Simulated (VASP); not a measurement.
# C (C2/m) in VASP: further runs

C is run at these levels: PBEsol; tasks: single point.

Program: VASP 6.6.1. These are calculated values, not measurements. Logs are shortened: lines on timing, memory, paths and dates and some standing lists are left out, and cuts for length are marked.

## 1. The cell of the first run

The typed cell holds 2 atoms: a = 2.427 Å, b = 2.427 Å, c = 3.101 Å, α = 113.06°, β = 113.06°, γ = 60.00°.

## 2. Single point, PBEsol

File INCAR:

```
PREC     = Accurate       # precision mode
ENCUT    = 520            # plane-wave cutoff, eV
EDIFF    = 1E-6           # SCF threshold, eV
ISMEAR   = -1             # smearing method
SIGMA    = 0.05           # smearing width, eV
LREAL    = F              # projectors in reciprocal space
LASPH    = T              # aspherical terms in the spheres
NELM     = 80             # most SCF steps
ALGO     = Normal         # electronic algorithm
ISIF     = 2              # what is computed and relaxed
LWAVE    = F              # write WAVECAR
LCHARG   = F              # write CHGCAR
GGA      = PS             # functional
NBANDS   = 11             # bands
```

File KPOINTS:

```
regular mesh
0
Gamma
  13 13 8
```

File POSCAR:

```
C
1.0
    2.1017366607     -1.2134125823     -0.0134377838
    2.1017366607      1.2134125823     -0.0134377838
   -1.3846111769      0.0000000000      2.7744112904
C
2
Direct
    0.1660325010      0.1660325010      0.9980762327
    0.8339674990      0.8339674990      0.0019237673
```

Potentials or basis: VASP PAW PBE potentials, release 64 (C).

Command:

```
> cat potpaw_PBE.64/C/POTCAR > POTCAR
> mpirun -np 1 vasp_std > vasp.out
```

OUTCAR:

```text
PREC = Accurate
   ENCUT = 520
   EDIFF = 1E-6
   ISMEAR = -1
   LREAL = F
   LASPH = T
   NELM = 80
   ISIF = 2
   GGA = PS

 ion  position               nearest neighbor table
   1  0.166  0.166  0.998-   2 1.40   2 1.40   2 1.40
   2  0.834  0.834  0.002-   1 1.40   1 1.40   1 1.40

  LATTYP: Found a base centered monoclinic cell.
 ALAT       =     4.2035592371
 B/A-ratio  =     0.5773262675
 C/A-ratio  =     0.7376431575
 COS(beta)  =    -0.4522556424

  Lattice vectors:

 A1 = (   2.1017366607,  -1.2134125823,  -0.0134377838)
 A2 = (   2.1017366607,   1.2134125823,  -0.0134377838)
 A3 = (  -1.3846111769,   0.0000000000,   2.7744112904)

Analysis of symmetry for initial positions (statically):
=====================================================================
 Subroutine PRICEL returns:
 Original cell was already a primitive cell.

 Routine SETGRP: Setting up the symmetry group for a
 base centered monoclinic supercell.

 Subroutine GETGRP returns: Found  4 space group operations
 (whereof  4 operations were pure point group operations)
 out of a pool of  4 trial point group operations.

The static configuration has the point symmetry C_2h.

Analysis of symmetry for dynamics (positions and initial velocities):
=====================================================================
 Subroutine PRICEL returns:
 Original cell was already a primitive cell.

 Routine SETGRP: Setting up the symmetry group for a
 base centered monoclinic supercell.

 Subroutine GETGRP returns: Found  4 space group operations
 (whereof  4 operations were pure point group operations)
 out of a pool of  4 trial point group operations.

The dynamic configuration has the point symmetry C_2h.

 Subroutine INISYM returns: Found  4 space group operations
 (whereof  4 operations are pure point group operations),
 and found     1 'primitive' translations

----------------------------------------------------------------------------------------

                                     Primitive cell

  volume of cell :      14.1059

  direct lattice vectors                    reciprocal lattice vectors
     2.101736661 -1.213412582 -0.013437784     0.238660029 -0.412060998  0.119106833
     2.101736661  1.213412582 -0.013437784     0.238660029  0.412060998  0.119106833
    -1.384611177  0.000000000  2.774411290     0.002311886  0.000000000  0.361590607

  length of vectors
     2.426900834  2.426900834  3.100726708     0.490855695  0.490855695  0.361597998

  position of ions in fractional coordinates (direct lattice)
     0.166032501  0.166032501  0.998076233
     0.833967499  0.833967499  0.001923767

  ion indices of the primitive-cell ions
   primitive index   ion index
                 1           1
                 2           2

----------------------------------------------------------------------------------------

 KPOINTS: regular mesh

Automatic generation of k-mesh.
 Grid dimensions read from file:
 generate k-points for:   13   13    8

 Generating k-lattice:

  Cartesian coordinates                     Fractional coordinates (reciprocal lattice)
     0.018358464 -0.031697000  0.009162064     0.076923077  0.000000000 -0.000000000
     0.018358464  0.031697000  0.009162064     0.000000000  0.076923077 -0.000000000
     0.000288986  0.000000000  0.045198826     0.000000000  0.000000000  0.125000000

  Length of vectors
     0.037758130  0.037758130  0.045199750

  Shift w.r.t. Gamma in fractional coordinates (k-lattice)
     0.000000000  0.000000000  0.000000000

 Subroutine IBZKPT returns following result:
 ===========================================

 Found    371 irreducible k-points:

 Following reciprocal coordinates:
            Coordinates               Weight
  0.000000  0.000000  0.000000      1.000000
  0.076923 -0.000000  0.000000      4.000000
  0.153846 -0.000000  0.000000      4.000000
  0.230769 -0.000000 -0.000000      4.000000
  0.307692 -0.000000  0.000000      4.000000
  0.384615 -0.000000  0.000000      4.000000
[... 16 lines left out ...]
  0.384615  0.153846 -0.000000      4.000000
  0.461538  0.153846  0.000000      4.000000
 [... further k-points ...]
   k-points           NKPTS =    371   k-points in BZ     NKDIM =    371   number of bands    NBANDS=     11
   number of dos      NEDOS =    301   number of ions     NIONS =      2
   total plane-waves  NPLWV =   7776
   dimension x,y,z NGX =    18 NGY =   18 NGZ =   24
   dimension x,y,z NGXF=    36 NGYF=   36 NGZF=   48
   ions per type =               2
   NGX,Y,Z   is equivalent  to a cutoff of  12.33, 12.33, 12.87 a.u.
   NGXF,Y,Z  is equivalent  to a cutoff of  24.66, 24.66, 25.74 a.u.
 SYSTEM =  unknown system
   PREC   = accura    normal or accurate (medium, high low for compatibility)
   ISTART =      0    job   : 0-new  1-cont  2-samecut
   ICHARG =      2    charge: 1-file 2-atom 10-const
   ISPIN  =      1    spin polarized calculation?
   LNONCOLLINEAR =      F non collinear calculations
   LSORBIT =      F    spin-orbit coupling
   LASPH  =      T    aspherical Exc in radial PAW
   ENCUT  =  520.0 eV  38.22 Ry    6.18 a.u.   4.51  4.51  5.77*2*pi/ulx,y,z
   NELM   =     80;   NELMIN=  2; NELMDL= -5     # of ELM steps
   EDIFF  = 0.1E-05   stopping-criterion for ELM
   LREAL  =      F    real-space projection
   EDIFFG = 0.1E-04   stopping-criterion for IOM
   NSW    =      0    number of steps for IOM
   IBRION =     -1    ionic relax: 0-MD 1-quasi-New 2-CG
   NFREE  =      0    steps in history (QN), initial steepest desc. (CG)
   ISIF   =      2    stress and relaxation
   ISYM   =      2    0-nonsym 1-usesym 2-fastsym
   POTIM  = 0.5000    time-step for ionic-motion
   TEBEG  =    0.0;   TEEND  =   0.0 temperature during run
   PSTRESS=    0.0 pullay stress
   NELECT =       8.0000    total number of electrons
   NUPDOWN=      -1.0000    fix difference up-down
   EMIN   =  10.00;   EMAX   =-10.00  energy-range for DOS
   EFERMI =   0.00;   METHOD = LEGACY
   ISMEAR =    -1;   SIGMA  =   0.05  broadening in eV -4-tet -1-fermi 0-gaus
   EFERMI_NEDOS =   21; number of points for ismear=-14 and -15
   IALGO  =     38    algorithm
   IMIX   =      4    mixing-type and parameters
     AMIX     =   0.40;   BMIX     =  1.00
     AMIX_MAG =   1.60;   BMIX_MAG =  1.00
  volume/ion in A,a.u.               =       7.05        47.60
  Fermi-wavevector in a.u.,A,eV,Ry     =   1.355101  2.560769 24.984355  1.836298
  Thomas-Fermi vector in A             =   2.482217
   LORBIT       =      0    0 simple, 1 ext, 2 COOP (PROOUT), +10 PAW based schemes
   GGA     = PS    functional components
   LHFCALC =     F    Hartree Fock is set to
   AEXX    =    0.0000 exact exchange contribution
   IVDW    =     0    specifies the selected vdW correction
   LEPSILON=     F    determine dielectric tensor
   LRPA    =     F    only Hartree local field effects (RPA)
 non-spin polarized calculation
  energy-cutoff  :      520.00
  volume of cell :       14.11
 maximum number of plane-waves:       395
 NGX is ok and might be reduce to    18
   NGX =  9   NGY =  9   NGZ = 11

 number of electron       8.0000001 magnetization

 Free energy of the ion-electron system (eV)
  ---------------------------------------------------
  ext. energy  EPLUGINS =         0.00000000
  ---------------------------------------------------
  free energy    TOTEN  =       -19.11104116 eV

  energy without entropy =      -19.11102723  energy(sigma->0) =      -19.11103419

 E-fermi :   6.9588     XC(G=0): -11.9694

 val. band max:        6.6919772469   @ k =  -0.3077   0.3077   0.0000
 cond. band min:       7.2276896444   @ k =  -0.3077   0.3077   0.0000
 fundamental gap:      0.5357123975
 Fermi energy:         6.9587749139

 k-point     1 :       0.0000    0.0000    0.0000
  band No.  band energies     occupation
      1     -13.6027      2.00000
      2       1.5613      2.00000
      3       3.9520      2.00000
      4       3.9533      2.00000
      5      13.1713      0.00000
      6      15.5635      0.00000
      7      15.5677      0.00000
      8      18.4198      0.00000
      9      20.9392      0.00000
     10      30.2620      0.00000
     11      34.1471      0.00000

 k-point     2 :       0.0769   -0.0000    0.0000
  band No.  band energies     occupation
      1     -13.4486      2.00000
      2       1.6765      2.00000
      3       3.3817      2.00000
      4       3.6529      2.00000
      5      13.3769      0.00000
      6      15.6580      0.00000
      7      16.1824      0.00000
      8      17.9055      0.00000
      9      21.1620      0.00000
     10      30.7398      0.00000
     11      32.6389      0.00000

 k-point     3 :       0.1538   -0.0000    0.0000
  band No.  band energies     occupation
      1     -12.9881      2.00000
      2       1.8737      2.00000
      3       2.0501      2.00000
      4       2.9289      2.00000
      5      13.9754      0.00000
      6      15.6869      0.00000
      7      16.6470      0.00000
      8      17.8451      0.00000
      9      21.8377      0.00000
     10      29.8805      0.00000
     11      30.5717      0.00000

 k-point     4 :       0.2308   -0.0000   -0.0000
  band No.  band energies     occupation
      1     -12.2269      2.00000
      2      -0.0765      2.00000
      3       2.0881      2.00000
      4       2.6086      2.00000
      5      14.2263      0.00000
      6      15.2413      0.00000
      7      15.9944      0.00000
      8      20.1936      0.00000
      9      22.7495      0.00000
     10      27.8469      0.00000
     11      28.8392      0.00000
[... 239 lines left out ...]
 k-point    22 :       0.3077    0.1538    0.0000
  band No.  band energies     occupation
      1     -11.6453      2.00000
      2      -0.3920      2.00000
      3       0.8109      2.00000
      4       2.2072      2.00000
      5      13.5504      0.00000
      6      16.4464      0.00000
      7      17.4967      0.00000
      8      19.0910      0.00000
      9      24.0447      0.00000
     10      25.8094      0.00000
     11      32.1850      0.00000

 k-point    23 :       0.3846    0.1538   -0.0000
  band No.  band energies     occupation
      1     -10.5815      2.00000
      2      -2.1987      2.00000
      3      -0.1434      2.00000
      4       2.9515      2.00000
      5      12.0124      0.00000
      6      17.3853      0.00000
      7      18.3968      0.00000
      8      20.0122      0.00000
      9      23.4513      0.00000
     10      26.6826      0.00000
     11      31.2805      0.00000

 k-point    24 :       0.4615    0.1538    0.0000
  band No.  band energies     occupation
      1      -9.2608      2.00000
      2      -4.1796      2.00000
      3      -0.7570      2.00000
      4       3.9569      2.00000
      5      10.5013      0.00000
      6      17.6133      0.00000
      7      18.8294      0.00000
      8      21.2283      0.00000
      9      23.4936      0.00000
     10      27.2669      0.00000
     11      31.1530      0.00000

 [... further k-points ...]
[... 5 lines left out ...]
  --------------------------------------------------------------------------------------
  -------------------------------------------------------------------------------------
  Total        1.8767036      1.8781091      1.7477154      0.0000000      0.0000000     -0.0006754
  in kB      213.1604509    213.3200809    198.5096643      0.0000000      0.0000000     -0.0767122
  external PRESSURE =     208.3300654 kB  Pullay stress =       0.0000000 kB

 VOLUME and BASIS-vectors are now :
 -----------------------------------------------------------------------------
  energy-cutoff  :      520.00
  volume of cell :       14.11
      direct lattice vectors                 reciprocal lattice vectors
     2.101736661 -1.213412582 -0.013437784     0.238660029 -0.412060998  0.119106833
     2.101736661  1.213412582 -0.013437784     0.238660029  0.412060998  0.119106833
    -1.384611177  0.000000000  2.774411290     0.002311886  0.000000000  0.361590607

 POSITION                                       TOTAL-FORCE (eV/Angst)
 -----------------------------------------------------------------------------------
     -0.68403      0.00000      2.76461        -0.000734      0.000000     -0.001241
      3.50290      0.00000     -0.01708         0.000734      0.000000      0.001241
 -----------------------------------------------------------------------------------
    total drift:                                0.000000      0.000000     -0.000000

  FREE ENERGIE OF THE ION-ELECTRON SYSTEM (eV)
  ---------------------------------------------------
  free  energy   TOTEN  =       -19.1110411587 eV

  energy  without entropy=      -19.1110272311  energy(sigma->0) =      -19.11103419
```

Wall time 80 s (1 thread of Intel Xeon 8259CL, shared host); peak memory 0.16 GiB.

What came out:

| Item | Value |
| --- | --- |
| Free energy | -19.1110 eV |
| Pressure | 20.8 GPa |

Caveat: the cell stands under pressure; this functional lacks dispersion, which binds layers or chains, so the pressure and a relaxed spacing across them are unreliable; the PAW data sets were made with another functional, which shifts forces and pressure a little.

## 3. Single point, PBEsol

This run uses another cell than the first one, of 7.61 Å³/atom.

File INCAR:

```
SYSTEM = C
PREC = Accurate ; ENCUT = 520
EDIFF = 1E-7 ; ISMEAR = -1
SIGMA = 0.05 ; LREAL = .FALSE.
LASPH = .TRUE. ; NELM = 100
ALGO = Normal ; ISIF = 2
LWAVE = .FALSE. ; LCHARG = .TRUE.
GGA = PS ; LELF = .TRUE.
LVHAR = .TRUE. ; NBANDS = 11
```

File KPOINTS:

```
Automatic mesh
0
G
  13 13 8
  0 0 0
```

File POSCAR:

```
C
1.0
    2.1140532137     -1.2205265449     -0.0130475004
    2.1140532137      1.2205265449     -0.0130475004
   -1.3919529428      0.0000000000      2.9585326805
C
2
Direct
    0.1663867154      0.1663867154      0.9991465254
    0.8336132846      0.8336132846      0.0008534746
```

Potentials or basis: VASP PAW PBE potentials, release 64 (C).

Command:

```
> cat potpaw_PBE.64/C/POTCAR > POTCAR
> mpirun -np 1 vasp_std > vasp.out
```

OUTCAR:

```text
SYSTEM = C
   PREC = Accurate
   ENCUT = 520
   EDIFF = 1E-7
   ISMEAR = -1
   LREAL = .FALSE.
   LASPH = .TRUE.
   NELM = 100
   ISIF = 2
   GGA = PS

 ion  position               nearest neighbor table
   1  0.166  0.166  0.999-   2 1.41   2 1.41   2 1.41
   2  0.834  0.834  0.001-   1 1.41   1 1.41   1 1.41

  LATTYP: Found a base centered monoclinic cell.
 ALAT       =     4.2281869531
 B/A-ratio  =     0.5773285611
 C/A-ratio  =     0.7732924739
 COS(beta)  =    -0.4312988414

  Lattice vectors:

 A1 = (   2.1140532137,  -1.2205265449,  -0.0130475004)
 A2 = (   2.1140532137,   1.2205265449,  -0.0130475004)
 A3 = (  -1.3919529428,   0.0000000000,   2.9585326805)

Analysis of symmetry for initial positions (statically):
=====================================================================
 Subroutine PRICEL returns:
 Original cell was already a primitive cell.

 Routine SETGRP: Setting up the symmetry group for a
 base centered monoclinic supercell.

 Subroutine GETGRP returns: Found  4 space group operations
 (whereof  4 operations were pure point group operations)
 out of a pool of  4 trial point group operations.

[... 166 lines left out ...]
 fundamental gap:      0.0235022696
 Fermi energy:         6.1316182445

 k-point     1 :       0.0000    0.0000    0.0000
  band No.  band energies     occupation
      1     -14.0684      2.00000
      2       0.2028      2.00000
      3       3.1047      2.00000
      4       3.1054      2.00000
      5      11.3692      0.00000
      6      14.6079      0.00000
      7      14.6105      0.00000
      8      17.5664      0.00000
      9      19.6030      0.00000
     10      29.0515      0.00000
     11      33.3202      0.00000
[... 309 lines left out ...]
 k-point    24 :       0.4615    0.1538    0.0000
  band No.  band energies     occupation
      1      -9.8979      2.00000
      2      -4.8485      2.00000
      3      -1.5802      2.00000
      4       3.0495      2.00000
      5       9.6310      0.00000
      6      16.4478      0.00000
      7      17.3742      0.00000
      8      19.9426      0.00000
      9      21.9724      0.00000
     10      25.6800      0.00000
     11      29.6130      0.00000

 [... further k-points ...]
[... 5 lines left out ...]
  --------------------------------------------------------------------------------------
  -------------------------------------------------------------------------------------
  Total        1.0703576      1.0659924      0.9383022      0.0000000      0.0000000     -0.0012009
  in kB      112.6504365    112.1910163     98.7521920      0.0000000      0.0000000     -0.1263903
  external PRESSURE =     107.8645482 kB  Pullay stress =       0.0000000 kB

 VOLUME and BASIS-vectors are now :
 -----------------------------------------------------------------------------
  energy-cutoff  :      520.00
  volume of cell :       15.22
      direct lattice vectors                 reciprocal lattice vectors
     2.114053214 -1.220526545 -0.013047500     0.237201269 -0.409659259  0.111600256
     2.114053214  1.220526545 -0.013047500     0.237201269  0.409659259  0.111600256
    -1.391952943  0.000000000  2.958532680     0.002092175  0.000000000  0.338989735

 POSITION                                       TOTAL-FORCE (eV/Angst)
 -----------------------------------------------------------------------------------
     -0.68726      0.00000      2.95167         0.002830      0.000000     -0.001597
      3.52342      0.00000     -0.01923        -0.002830      0.000000      0.001597
 -----------------------------------------------------------------------------------
    total drift:                                0.000000     -0.000000     -0.000000

  FREE ENERGIE OF THE ION-ELECTRON SYSTEM (eV)
  ---------------------------------------------------
  free  energy   TOTEN  =       -19.2135493664 eV

  energy  without entropy=      -19.2132897488  energy(sigma->0) =      -19.21341956
```

stdout:

```text
POSCAR found type information on POSCAR C
 POSCAR found :  1 types and       2 ions
 scaLAPACK will be used
 -----------------------------------------------------------------------------
|                                                                             |
|                                                                             |
|     You enforced a specific xc type in the INCAR file but a different       |
|     I HOPE YOU KNOW WHAT YOU ARE DOING!                                     |
|                                                                             |
 -----------------------------------------------------------------------------

 LDA part: xc-table for (Slater+PW92), standard interpolation
 POSCAR, INCAR and KPOINTS ok, starting setup
 FFT: planning ... GRIDC
 FFT: planning ... GRID_SOFT
 FFT: planning ... GRID
 WAVECAR not read
 entering main loop
```

It took 79 s on 1 thread of Intel Xeon 8259CL, shared host; peak memory 0.16 GiB.

What came out:

- Free energy: -19.2135 eV
- Pressure: 10.8 GPa
- Largest force: 0.003 eV/Å

Forces on the atoms (eV/Å):
```
C    0.003  0.000 -0.002
C   -0.003  0.000  0.002
```

Caveat: the cell stands under pressure; this functional lacks dispersion, which binds layers or chains, so the pressure and a relaxed spacing across them are unreliable; the PAW data sets were made with another functional, which shifts forces and pressure a little.

(Part 1 of 2 ends here.)
